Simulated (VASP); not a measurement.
Set up this calculation in VASP 6.6.1, as the native input.

```yaml
Task: single point
Functional: PBEsol
Potentials_or_basis: VASP PAW PBE potentials, release 64 (Be, Li_sv)
Cutoff: 520 eV
k_mesh: 7 × 4 × 3
Occupations: fermi-dirac, width 0.05 eV
Spin: no spin polarisation
Dipole_correction: no
k_mesh_for_the_DOS: 11 × 6 × 5
Occupations_for_the_DOS: tetrahedron
Further_INCAR_settings: ALGO = Normal; EDIFF = 1e-06
```

LiBe:

```
Be Li
1.0
     2.29599    0.00000    0.00000
     0.00000    3.61277    0.00000
    -0.40174    0.00000    5.51353
Be Li
2 2
Direct
  0.24358 0.75000 0.42383
  0.75642 0.25000 0.57617
  0.26315 0.75000 0.84514
  0.73685 0.25000 0.15486
```

These files were run (other wordings do the same):

POSCAR

```
LiBe
1.0
    2.2959861536      0.0000000000      0.0000000000
    0.0000000000      3.6127729800      0.0000000000
   -0.4017425219      0.0000000000      5.5135259934
Be Li
2 2
Direct
    0.2435819200      0.7500000000      0.4238283600
    0.7564180800      0.2500000000      0.5761716400
    0.2631524400      0.7500000000      0.8451422600
    0.7368475600      0.2500000000      0.1548577400
```

INCAR.step1

```
PREC = Accurate ; ENCUT = 520
EDIFF = 1E-6 ; ISMEAR = -1
SIGMA = 0.05 ; LREAL = False
LASPH = True ; NELM = 100
ALGO = Normal ; ISIF = 2
LWAVE = False ; LCHARG = True
GGA = PS ; NBANDS = 13
```

KPOINTS.step1

```
regular mesh
0
Gamma
  7 4 3
```

INCAR.step2

```
PREC = Accurate ; ENCUT = 520
EDIFF = 1E-6 ; ISMEAR = -5
SIGMA = 0.05 ; LREAL = False
LASPH = True ; NELM = 100
ALGO = Normal ; ISIF = 2
LWAVE = False ; LCHARG = False
GGA = PS ; LORBIT = 11
NEDOS = 2001 ; ICHARG = 11
```

KPOINTS.step2

```
regular mesh
0
Gamma
  11 6 5
```

Potentials or basis: VASP PAW PBE potentials, release 64 (Be, Li_sv).

Run with:

```sh
$ cat potpaw_PBE.64/Be/POTCAR potpaw_PBE.64/Li_sv/POTCAR > POTCAR
$ cp INCAR.step1 INCAR
$ cp KPOINTS.step1 KPOINTS
$ mpirun -np 1 vasp_std > vasp.out
$ cp INCAR.step2 INCAR
$ cp KPOINTS.step2 KPOINTS
$ mpirun -np 1 vasp_std > vasp.out
```

It gave:

| Quantity | Value |
| --- | --- |
| Valence electrons inside the program's atomic spheres | Be 1.01; Li 2.13 |

Caveat: the k points lie up to 0.43 Å⁻¹ apart.

Wall time 27 s on 1 thread of Intel(R) Xeon(R) Platinum 8488C (Sapphire Rapids) (shared host), peak memory 0.17 GiB.
